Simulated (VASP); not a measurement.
# Sn in VASP: settings compared, part 2 of 2

VASP 6.6.1. Earlier steps stand in the parts before.

**4. Single point, PBEsol**

This run uses another cell than the first one, of 31.15 Å³/atom, 0.922 times its volume.

Contents of INCAR:

```
SYSTEM = Sn
  PREC = Accurate
  ENCUT = 520
  EDIFF = 1E-6
  ISMEAR = -1
  SIGMA = 0.05
  LREAL = .False.
  LASPH = .True.
  NELM = 60
  ALGO = Normal
  ISIF = 2
  LWAVE = .False.
  LCHARG = .True.
  GGA = PS
  LELF = .True.
  LVHAR = .True.
  NBANDS = 21
```

Contents of KPOINTS:

```
Automatic mesh
0
Gamma
  6 6 6
  0 0 0
```

Contents of POSCAR:

```
Sn
1.0
    0.0000000000      3.1040090880      3.2333428000
    3.1040090880      0.0000000000      3.2333428000
    3.1040090880      3.1040090880      0.0000000000
Sn
2
Direct
    0.7500000000      0.7500000000      0.7500000000
    0.5000000000      0.5000000000      0.5000000000
```

Run with:

```bash
> cat potpaw_PBE.64/Sn_d/POTCAR > POTCAR
> mpirun -np 1 vasp_std > vasp.out
```

Run time: 14 s. Hardware: 1 thread of Intel Xeon 6975P-C (Granite Rapids), shared host; peak memory 0.21 GiB.

It converged, with:

```yaml
Free_energy: -8.2868 eV
Pressure: 6.3 GPa
Band_gap_on_the_k_mesh: zero (band 14 reaches 6.71 eV, above the bottom of band 15 at 6.63 eV)
```

Stress tensor (GPa, compression positive):
```
6.75 0.00 0.00
0.00 6.75 0.00
0.00 0.00 5.48
```

Levels at points of the mesh, in eV from the Fermi level:
```tsv
k point	band 10	band 11	band 12	band 13	band 14	band 15	band 16	band 17	band 18	band 19
(0.00, 0.00, 0.00)	-21.36	-11.34	-0.16	-0.10	0.14	0.14	2.05	2.05	2.22	4.87
(0.50, 0.00, 0.00)	-21.30	-9.50	-6.76	-1.48	-1.15	0.06	3.11	3.30	5.40	8.65
(0.50, 0.50, 0.00)	-21.27	-8.03	-8.03	-2.67	-2.67	0.78	0.78	8.23	8.23	9.78
(0.50, 0.00, 0.50)	-21.30	-7.86	-7.86	-2.92	-2.92	0.50	0.50	8.17	8.17	9.74
```

Caveat: the PAW data sets were made with another functional, which shifts forces and pressure a little; spin-orbit coupling is left out, which moves the levels of the heavy elements.

**5. Single point, PBEsol**

This run uses another cell than the first one, of 32.46 Å³/atom, 0.960 times its volume.

Contents of INCAR:

```
ALGO = Normal
EDIFF = 1E-6
ENCUT = 520
GGA = PS
ISIF = 2
ISMEAR = -1
LASPH = T
LCHARG = T
LELF = T
LREAL = F
LVHAR = T
LWAVE = F
NBANDS = 21
NELM = 100
PREC = Accurate
SIGMA = 0.05
```

Contents of KPOINTS:

```
k-points
0
Gamma
  6 6 6
```

Contents of POSCAR:

```
Sn
1.0
    0.0000000000      3.1686759440      3.2333428000
    3.1686759440      0.0000000000      3.2333428000
    3.1686759440      3.1686759440      0.0000000000
Sn
2
Direct
    0.7500000000      0.7500000000      0.7500000000
    0.5000000000      0.5000000000      0.5000000000
```

Potentials or basis: VASP PAW PBE potentials, release 64 (Sn_d).

Run with:

```bash
> cat potpaw_PBE.64/Sn_d/POTCAR > POTCAR
> mpirun -np 1 vasp_std > vasp.out
```

OUTCAR:

```text
EDIFF = 1E-6
   ENCUT = 520
   GGA = PS
   ISIF = 2
   ISMEAR = -1
   LASPH = T
   LREAL = F
   NELM = 100
   PREC = Accurate

 ion  position               nearest neighbor table
   1  0.750  0.750  0.750-   2 2.76   2 2.76   2 2.76   2 2.76
   2  0.500  0.500  0.500-   1 2.76   1 2.76   1 2.76   1 2.76

  LATTYP: Found a body centered tetragonal cell.
 ALAT       =     4.4811844948
 C/A-ratio  =     1.4430750636

  Lattice vectors:

 A1 = (  -3.1686759440,   0.0000000000,   3.2333428000)
 A2 = (   3.1686759440,   0.0000000000,   3.2333428000)
 A3 = (   0.0000000000,   3.1686759440,  -3.2333428000)

Analysis of symmetry for initial positions (statically):
=====================================================================
 Subroutine PRICEL returns:
 Original cell was already a primitive cell.

 Routine SETGRP: Setting up the symmetry group for a
 body centered tetragonal supercell.

 Subroutine GETGRP returns: Found 16 space group operations
 (whereof  8 operations were pure point group operations)
 out of a pool of 16 trial point group operations.

The static configuration has the point symmetry D_2d.
 The point group associated with its full space group is D_4h.

Analysis of symmetry for dynamics (positions and initial velocities):
=====================================================================
 Subroutine PRICEL returns:
 Original cell was already a primitive cell.

 Routine SETGRP: Setting up the symmetry group for a
 body centered tetragonal supercell.

 Subroutine GETGRP returns: Found 16 space group operations
 (whereof  8 operations were pure point group operations)
 out of a pool of 16 trial point group operations.

The dynamic configuration has the point symmetry D_2d.
 The point group associated with its full space group is D_4h.

 Subroutine INISYM returns: Found 16 space group operations
 (whereof  8 operations are pure point group operations),
 and found     1 'primitive' translations

----------------------------------------------------------------------------------------

                                     Primitive cell

  volume of cell :      64.9288

  direct lattice vectors                    reciprocal lattice vectors
     0.000000000  3.168675944  3.233342800    -0.157794615  0.157794615  0.154638723
     3.168675944  0.000000000  3.233342800     0.157794615 -0.157794615  0.154638723
     3.168675944  3.168675944  0.000000000     0.157794615  0.157794615 -0.154638723

  length of vectors
     4.527141803  4.527141803  4.481184495     0.271498463  0.271498463  0.271498463

  position of ions in fractional coordinates (direct lattice)
     0.750000000  0.750000000  0.750000000
     0.500000000  0.500000000  0.500000000

  ion indices of the primitive-cell ions
   primitive index   ion index
                 1           1
                 2           2

----------------------------------------------------------------------------------------

 KPOINTS: k-points

Automatic generation of k-mesh.
 Grid dimensions read from file:
 generate k-points for:    6    6    6

 Generating k-lattice:

  Cartesian coordinates                     Fractional coordinates (reciprocal lattice)
    -0.026299102  0.026299102  0.025773120     0.166666667 -0.000000000  0.000000000
     0.026299102 -0.026299102  0.025773120    -0.000000000  0.166666667  0.000000000
     0.026299102  0.026299102 -0.025773120     0.000000000  0.000000000  0.166666667

  Length of vectors
     0.045249744  0.045249744  0.045249744

  Shift w.r.t. Gamma in fractional coordinates (k-lattice)
     0.000000000  0.000000000  0.000000000

 Subroutine IBZKPT returns following result:
 ===========================================

 Found     30 irreducible k-points:

 Following reciprocal coordinates:
            Coordinates               Weight
  0.000000  0.000000  0.000000      1.000000
  0.166667 -0.000000  0.000000      8.000000
  0.333333 -0.000000  0.000000      8.000000
  0.500000 -0.000000  0.000000      4.000000
  0.166667  0.166667  0.000000      2.000000
  0.333333  0.166667  0.000000      8.000000
[... 16 lines left out ...]
  0.333333  0.000000  0.333333      4.000000
  0.500000  0.000000  0.333333     16.000000
 [... further k-points ...]
   k-points           NKPTS =     30   k-points in BZ     NKDIM =     30   number of bands    NBANDS=     21
   number of dos      NEDOS =    301   number of ions     NIONS =      2
   total plane-waves  NPLWV =  46656
   dimension x,y,z NGX =    36 NGY =   36 NGZ =   36
   dimension x,y,z NGXF=    72 NGYF=   72 NGZF=   72
   ions per type =               2
   NGX,Y,Z   is equivalent  to a cutoff of  13.22, 13.22, 13.36 a.u.
   NGXF,Y,Z  is equivalent  to a cutoff of  26.44, 26.44, 26.71 a.u.
 SYSTEM =  unknown system
   PREC   = accura    normal or accurate (medium, high low for compatibility)
   ISTART =      0    job   : 0-new  1-cont  2-samecut
   ICHARG =      2    charge: 1-file 2-atom 10-const
   ISPIN  =      1    spin polarized calculation?
   LNONCOLLINEAR =      F non collinear calculations
   LSORBIT =      F    spin-orbit coupling
   LASPH  =      T    aspherical Exc in radial PAW
   ENCUT  =  520.0 eV  38.22 Ry    6.18 a.u.   8.42  8.42  8.33*2*pi/ulx,y,z
   NELM   =    100;   NELMIN=  2; NELMDL= -5     # of ELM steps
   EDIFF  = 0.1E-05   stopping-criterion for ELM
   LREAL  =      F    real-space projection
   EDIFFG = 0.1E-04   stopping-criterion for IOM
   NSW    =      0    number of steps for IOM
   IBRION =     -1    ionic relax: 0-MD 1-quasi-New 2-CG
   NFREE  =      0    steps in history (QN), initial steepest desc. (CG)
   ISIF   =      2    stress and relaxation
   ISYM   =      2    0-nonsym 1-usesym 2-fastsym
   POTIM  = 0.5000    time-step for ionic-motion
   TEBEG  =    0.0;   TEEND  =   0.0 temperature during run
   PSTRESS=    0.0 pullay stress
   NELECT =      28.0000    total number of electrons
   NUPDOWN=      -1.0000    fix difference up-down
   EMIN   =  10.00;   EMAX   =-10.00  energy-range for DOS
   EFERMI =   0.00;   METHOD = LEGACY
   ISMEAR =    -1;   SIGMA  =   0.05  broadening in eV -4-tet -1-fermi 0-gaus
   EFERMI_NEDOS =   21; number of points for ismear=-14 and -15
   IALGO  =     38    algorithm
   IMIX   =      4    mixing-type and parameters
     AMIX     =   0.40;   BMIX     =  1.00
     AMIX_MAG =   1.60;   BMIX_MAG =  1.00
  volume/ion in A,a.u.               =      32.46       219.08
  Fermi-wavevector in a.u.,A,eV,Ry     =   1.236844  2.337297 20.813973  1.529784
  Thomas-Fermi vector in A             =   2.371436
   LORBIT       =      0    0 simple, 1 ext, 2 COOP (PROOUT), +10 PAW based schemes
   GGA     = PS    functional components
   LHFCALC =     F    Hartree Fock is set to
   AEXX    =    0.0000 exact exchange contribution
   IVDW    =     0    specifies the selected vdW correction
   LEPSILON=     F    determine dielectric tensor
   LRPA    =     F    only Hartree local field effects (RPA)
 non-spin polarized calculation
  energy-cutoff  :      520.00
  volume of cell :       64.93
 maximum number of plane-waves:      1793
 NGX is ok and might be reduce to    36
   NGX = 17   NGY = 17   NGZ = 17

 number of electron      28.0000009 magnetization

 Free energy of the ion-electron system (eV)
  ---------------------------------------------------
  ext. energy  EPLUGINS =         0.00000000
  ---------------------------------------------------
  free energy    TOTEN  =        -8.37425574 eV

  energy without entropy =       -8.37226694  energy(sigma->0) =       -8.37326134

 E-fermi :   6.0475     XC(G=0):  -9.2867

 val. band max:        6.0429538105   @ k =   0.0000   0.0000   0.0000
 cond. band min:       6.0859170060   @ k =   0.5000  -0.0000   0.0000
 fundamental gap:      0.0429631956
 Fermi energy:         6.0474806565

 k-point     1 :       0.0000    0.0000    0.0000
  band No.  band energies     occupation
      1     -15.6586      2.00000
      2     -15.6586      2.00000
      3     -15.6491      2.00000
      4     -15.5900      2.00000
      5     -15.5857      2.00000
      6     -15.2403      2.00000
[... 13 lines left out ...]
     20      13.9601      0.00000
     21      14.0865      0.00000
[... 529 lines left out ...]
 k-point    24 :       0.5000    0.0000    0.3333
  band No.  band energies     occupation
      1     -15.7265      2.00000
      2     -15.7078      2.00000
      3     -15.5827      2.00000
      4     -15.4733      2.00000
      5     -15.4494      2.00000
      6     -15.3888      2.00000
[... 13 lines left out ...]
     20      15.5649      0.00000
     21      16.0665      0.00000

 [... further k-points ...]

------------------------ aborting loop because EDIFF is reached ----------------------------------------

  FORCE on cell =-STRESS in cart. coord.  units (eV):
  Direction    XX          YY          ZZ          XY          YZ          ZX
  --------------------------------------------------------------------------------------
  -------------------------------------------------------------------------------------
  Total        1.5838262      1.5838262      1.3353011      0.0000000     -0.0000000      0.0000000
  in kB       39.0823527     39.0823527     32.9497699      0.0000000     -0.0000000      0.0000000
  external PRESSURE =      37.0381584 kB  Pullay stress =       0.0000000 kB

 VOLUME and BASIS-vectors are now :
 -----------------------------------------------------------------------------
  energy-cutoff  :      520.00
  volume of cell :       64.93
      direct lattice vectors                 reciprocal lattice vectors
     0.000000000  3.168675944  3.233342800    -0.157794615  0.157794615  0.154638723
     3.168675944  0.000000000  3.233342800     0.157794615 -0.157794615  0.154638723
     3.168675944  3.168675944  0.000000000     0.157794615  0.157794615 -0.154638723

 POSITION                                       TOTAL-FORCE (eV/Angst)
 -----------------------------------------------------------------------------------
      4.75301      4.75301      4.85001         0.000000      0.000000      0.000000
      3.16868      3.16868      3.23334        -0.000000     -0.000000      0.000000
 -----------------------------------------------------------------------------------
    total drift:                                0.000000      0.000000      0.000000

  FREE ENERGIE OF THE ION-ELECTRON SYSTEM (eV)
  ---------------------------------------------------
  free  energy   TOTEN  =        -8.3742557359 eV

  energy  without entropy=       -8.3722669373  energy(sigma->0) =       -8.37326134
```

Run time: 15 s. Hardware: 1 thread of Intel Xeon 6975P-C (Granite Rapids), shared host; peak memory 0.21 GiB.

Results:

| Item | Value |
| --- | --- |
| Free energy | -8.3743 eV |
| Pressure | 3.7 GPa |
| Band gap on the k mesh | zero (band 14 reaches 6.19 eV, above the bottom of band 15 at 6.09 eV) |

Stress tensor (GPa, compression positive):
```
3.91 0.00 0.00
0.00 3.91 0.00
0.00 0.00 3.29
```

Caveat: the PAW data sets were made with another functional, which shifts forces and pressure a little; spin-orbit coupling is left out, which moves the levels of the heavy elements.

**6. Single point, PBEsol**

This run uses another cell than the first one, of 33.13 Å³/atom, 0.980 times its volume.

Contents of INCAR:

```
SYSTEM = Sn
PREC = Accurate ; ENCUT = 520
EDIFF = 1E-7 ; ISMEAR = -1
SIGMA = 0.05 ; LREAL = .FALSE.
LASPH = .TRUE. ; NELM = 100
ALGO = Normal ; ISIF = 2
LWAVE = .FALSE. ; LCHARG = .FALSE.
GGA = PS ; NBANDS = 21
```

Contents of KPOINTS:

```
Automatic mesh
0
G
  6 6 6
  0 0 0
```

Contents of POSCAR:

```
Sn
1.0
    0.0000000000      3.2010093720      3.2333428000
    3.2010093720      0.0000000000      3.2333428000
    3.2010093720      3.2010093720      0.0000000000
Sn
2
Direct
    0.7500000000      0.7500000000      0.7500000000
    0.5000000000      0.5000000000      0.5000000000
```

Potentials or basis: VASP PAW PBE potentials, release 64 (Sn_d).

Run with:

```bash
> cat potpaw_PBE.64/Sn_d/POTCAR > POTCAR
> mpirun -np 1 vasp_std > vasp.out
```

Wall time 15 s (1 thread of Intel Xeon 6975P-C (Granite Rapids), shared host); peak memory 0.2 GiB.

It converged, with:

```
Free energy            : -8.4020 eV
Pressure               : 2.6 GPa
Band gap on the k mesh : zero (band 14 reaches 5.94 eV, above the bottom of band 15 at 5.82 eV)
```

Stress tensor (GPa, compression positive):
```
2.67 0.00 0.00
0.00 2.67 0.00
0.00 0.00 2.36
```

Levels at points of the mesh, in eV from the Fermi level:
| k point | band 12 | band 13 | band 14 | band 15 | band 16 | band 17 |
| --- | --- | --- | --- | --- | --- | --- |
| (0.00, 0.00, 0.00) | -0.45 | 0.07 | 0.14 | 0.14 | 2.16 | 2.16 |
| (0.50, 0.00, 0.00) | -6.42 | -1.18 | -1.11 | 0.02 | 3.23 | 3.27 |
| (0.50, 0.50, 0.00) | -7.64 | -2.51 | -2.51 | 0.79 | 0.79 | 7.92 |
| (0.50, 0.00, 0.50) | -7.60 | -2.57 | -2.57 | 0.72 | 0.72 | 7.93 |

Caveat: the PAW data sets were made with another functional, which shifts forces and pressure a little; spin-orbit coupling is left out, which moves the levels of the heavy elements.

**7. Summary**

| level | cell | k mesh | smearing | gap on the mesh (eV) | pressure (GPa) |
| --- | --- | --- | --- | --- | --- |
| RPBE | a = 4.573 Å, angles 60.0°, 2 atoms | 7 × 7 × 7 | gaussian 0.1 eV | none | 5.2 |
| PBEsol | a = 4.573 Å, angles 60.0°, 2 atoms | 6 × 6 × 6 | fermi-dirac 0.05 eV | none | 1.5 |
| PBEsol | a = 4.482, b = 4.482, c = 4.390 Å, angles 60.7, 60.7, 58.6°, 2 atoms | 6 × 6 × 6 | fermi-dirac 0.05 eV | none | 6.3 |
| PBEsol | a = 4.527, b = 4.527, c = 4.481 Å, angles 60.3, 60.3, 59.3°, 2 atoms | 6 × 6 × 6 | fermi-dirac 0.05 eV | none | 3.7 |
| PBEsol | a = 4.550, b = 4.550, c = 4.527 Å, angles 60.2, 60.2, 59.7°, 2 atoms | 6 × 6 × 6 | fermi-dirac 0.05 eV | none | 2.6 |

Alike in all rows: task single point; potentials or basis VASP PAW PBE potentials, release 64 (Sn_d); no spin polarisation; cutoff (eV) 520.

Caveats: the PAW data sets were made with another functional, which shifts forces and pressure a little; spin-orbit coupling is left out, which moves the levels of the heavy elements.

Total energies depend on the potentials used, so only differences within one code and one set of settings carry meaning.
